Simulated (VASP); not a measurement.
Here is a VASP 6.6.1 calculation.

INCAR

```
PREC = Accurate
ENCUT = 520
EDIFF = 1E-7
ISMEAR = -1
SIGMA = 0.03
LREAL = F
LASPH = T
NELM = 100
ALGO = Normal
ISIF = 2
LWAVE = F
LCHARG = F
NBANDS = 28
```

File KPOINTS:

```
regular mesh
0
Gamma
  7 7 6
```

The input POSCAR:

```
PbO
1.0
    3.9477253708      0.0000000000      0.0000000000
    0.0000000000      3.9477253708      0.0000000000
    0.0000000000      0.0000000000      4.9882942864
Pb O
2 2
Direct
    0.0000000000      0.5000000000      0.2351000000
    0.5000000000      0.0000000000      0.7649000000
    0.0000000000      0.0000000000      0.0000000000
    0.5000000000      0.5000000000      0.0000000000
```

Potentials or basis: VASP PAW LDA potentials, release 64 (Pb_d, O).

Run with:

```bash
$ cat potpaw_LDA.64/Pb_d/POTCAR potpaw_LDA.64/O/POTCAR > POTCAR
$ mpirun -np 1 vasp_std > vasp.out
```

(1) Estimate the largest force.

(2) Estimate the pressure.

Answers

(1) 0.189 eV/Å.

(2) 0.1 GPa.
